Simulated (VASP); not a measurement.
Runs of VASP 6.6.1 on Hf. The structure is that of space group Fm-3m (No. 225), or close to it. The cells are those of the table. 

```csv
task,cell,k mesh,cutoff (eV),gap on the mesh (eV),pressure (GPa)
single point,"a = 3.206 Å, angles 60.0°, 1 atom",14 × 14 × 14,520,none,-7.6
single point,"a = 3.039 Å, angles 60.0°, 1 atom",14 × 14 × 14,520,none,10.1
single point,"a = 3.125 Å, angles 60.0°, 1 atom",12 × 12 × 12,520,none,(b)
single point,"a = 3.166 Å, angles 60.0°, 1 atom",14 × 14 × 14,520,none,(a)
single point,"a = 2.995 Å, angles 60.0°, 1 atom",14 × 14 × 14,520,none,17.0
relaxation of cell and atoms,"relaxed from a = 3.163 Å, angles 60.0°, 1 atom",12 × 12 × 12,600,none,0.0
single point,"a = 3.125 Å, angles 60.0°, 1 atom",14 × 14 × 14,520,none,-0.3
```

Alike in all rows: level PBEsol; potentials or basis VASP PAW PBE potentials, release 64 (Hf_pv); no spin polarisation; smearing fermi-dirac 0.1 eV.

Task: Estimate the missing entries.

Result: (a) -4.2; (b) -0.4.

Caveats: the PAW data sets were made with another functional, which shifts forces and pressure a little; spin-orbit coupling is left out, which moves the levels of the heavy elements.

A k mesh can miss the band edges, and the runs leave out spin-orbit coupling on Hf.

A gap of «none» marks levels without a gap at the run's occupations.
